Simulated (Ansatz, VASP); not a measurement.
**Two plane-wave programs on AlH**

The input INCAR:

```
PREC = Accurate ; ENCUT = 520
EDIFF = 1E-6 ; ISMEAR = 0
SIGMA = 0.1 ; LREAL = False
LASPH = True ; NELM = 60
ALGO = Normal ; ISIF = 2
LWAVE = False ; LCHARG = False
GGA = PE ; NBANDS = 12
```

File KPOINTS:

```
Automatic mesh
0
Gamma
  6 6 6
```

The input POSCAR:

```
AlH
1.0
    1.6367627015     -4.3123739934      0.0000000000
    1.6367627015      4.3123739934      0.0000000000
    0.0000000000      0.0000000000      3.2596103110
Al H
2 2
Direct
    0.3544000000      0.6456000000      0.7500000000
    0.6456000000      0.3544000000      0.2500000000
    0.0776000000      0.9224000000      0.7500000000
    0.9224000000      0.0776000000      0.2500000000
```

Input for Ansatz:

```yaml
crystal:
  lattice:
    - [1.6367627015, -4.3123739934, 0.0]
    - [1.6367627015, 4.3123739934, 0.0]
    - [0.0, 0.0, 3.259610311]
  atoms:
    - { symbol: Al, position: [0.3544, 0.6456, 0.75] }
    - { symbol: Al, position: [0.6456, 0.3544, 0.25] }
    - { symbol: H, position: [0.0776, 0.9224, 0.75] }
    - { symbol: H, position: [0.9224, 0.0776, 0.25] }
basis:
  ecutwfc: 420
kpoints:
  mp_grid: { grid: [6, 6, 6] }
hamiltonian:
  xc: pbe
scf:
  occupations: { method: gaussian, width: 0.1 }
  lower_state_search: "off"
output:
  forces: true
  stress: true
  eigenvalues: true
```

Alike in both runs: task single point; functional PBE; k mesh 6 × 6 × 6; occupations gaussian, width 0.1 eV; no spin polarisation.

|  | VASP | Ansatz |
| --- | --- | --- |
| version | VASP 6.6.1 | Ansatz 0.2.0 |
| potentials or method | VASP PAW PBE potentials, release 64 (Al, H), cutoff 520 eV | scalar-relativistic, plane waves, PAW |
| valence electrons in the cell | 8 | 8 |

Ansatz gave:

| Quantity | Value |
| --- | --- |
| gap on the k mesh at the Fermi level (eV) | none |
| pressure (GPa) | -9.9 |
| traceless stress, the component that is largest in VASP (GPa) | -3.87 |
| rms of the force components (eV/Å) | 0.106 |

Problem. What did VASP give for the same quantities?

Solution. gap on the k mesh at the Fermi level (eV): none; pressure (GPa): -10.0; traceless stress, the component that is largest in VASP (GPa): -3.86; rms of the force components (eV/Å): 0.107.

Atom by atom the forces differ by 0.000 eV/Å (rms over components). A gap of «none» marks a metal or a gap that the smearing closes. With one functional, cell and mesh, what is left measures potentials, basis and numerics.
